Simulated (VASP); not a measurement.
Write the native input for VASP 6.6.1 that does the following.

```yaml
Task: single point
Functional: PBEsol
Potentials_or_basis: VASP PAW PBE potentials, release 64 (Cu, Al)
Cutoff: 520 eV
k_mesh: 8 × 8 × 8
Occupations: fermi-dirac, width 0.05 eV
Spin: no spin polarisation
Dipole_correction: no
Further_INCAR_settings: ALGO = Fast; EDIFF = 1e-06; NBANDS = 26
```

The structure of AlCu3 lies in POSCAR:

```
AlCu3
1.0
    0.0000000000      2.9446530347      2.9446530347
    2.9446530347      0.0000000000      2.9446530347
    2.9446530347      2.9446530347      0.0000000000
Cu Al
3 1
Direct
    0.7500000000      0.7500000000      0.7500000000
    0.2500000000      0.2500000000      0.2500000000
    0.5000000000      0.5000000000      0.5000000000
    0.0000000000      0.0000000000      0.0000000000
```

This cell differs from its parent crystal: volume scaled by 1.06.

One way to write it, as run:

INCAR

```
SYSTEM = AlCu3
PREC = Accurate
ENCUT = 520
EDIFF = 1E-6
ISMEAR = -1
SIGMA = 0.05
LREAL = .FALSE.
LASPH = .TRUE.
NELM = 80
ALGO = Fast
ISIF = 2
LWAVE = .FALSE.
LCHARG = .FALSE.
GGA = PS
NBANDS = 26
```

KPOINTS

```
Automatic mesh
0
G
  8 8 8
  0 0 0
```

Potentials or basis: VASP PAW PBE potentials, release 64 (Cu, Al).

Launch:

```bash
$ cat potpaw_PBE.64/Cu/POTCAR potpaw_PBE.64/Al/POTCAR > POTCAR
$ mpirun -np 1 vasp_std > vasp.out
```

It gave:

```json
{
  "Pressure": "-7.7 GPa",
  "Band gap on the k mesh": "zero (band 18 reaches 11.50 eV, above the bottom of band 19 at 5.84 eV)"
}
```

Caveat: the PAW data sets were made with another functional, which shifts forces and pressure a little.

It took 47 s on 1 thread of AMD EPYC 7R43 64-Core Processor (Zen 3) (shared host), peak memory 0.15 GiB.
